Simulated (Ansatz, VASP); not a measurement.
**Two plane-wave programs on NbSnTe4**

```xyz
6
Lattice="5.2005 0.0000 0.0000 0.0000 5.2005 0.0000 0.0000 0.0000 8.9887" Properties=species:S:1:pos:R:3 pbc="T T T"
Nb    0.0000    0.0000    0.0000
Sn    2.6003    2.6003    4.4943
Te    2.6003    0.0000    0.0000
Te    0.0000    2.6003    0.0000
Te    0.0000    0.0000    2.8808
Te    0.0000    0.0000    6.1079
```

Change from the starting cell: species swapped into the RbAlF4 type (P4/mmm, No. 123).

Alike in both runs: functional PBE; k mesh 8 × 8 × 4; occupations gaussian, width 0.1 eV; no spin polarisation.

Ansatz relaxed the structure, and its values are those at the end. VASP's run is a single point on that final structure, the one shown.

|  | VASP | Ansatz |
| --- | --- | --- |
| version | VASP 6.6.1 | Ansatz 0.2.0 |
| potentials or method | VASP PAW PBE potentials, release 64 (Nb_sv, Sn_d, Te), cutoff 520 eV | scalar-relativistic, plane waves, PAW |
| valence electrons in the cell | 51 | 91 |

```csv
,VASP,Ansatz,Ansatz less VASP
gap on the k mesh at the Fermi level (eV),none,none,-
pressure (GPa),-0.1,0.0,+0.09
```

A gap of «none» marks a metal or a gap that the smearing closes. VASP's potentials hold 51 valence electrons a cell and Ansatz's 91, so a difference there can come from the potentials and not from the codes.

Neither program's run includes spin-orbit coupling.
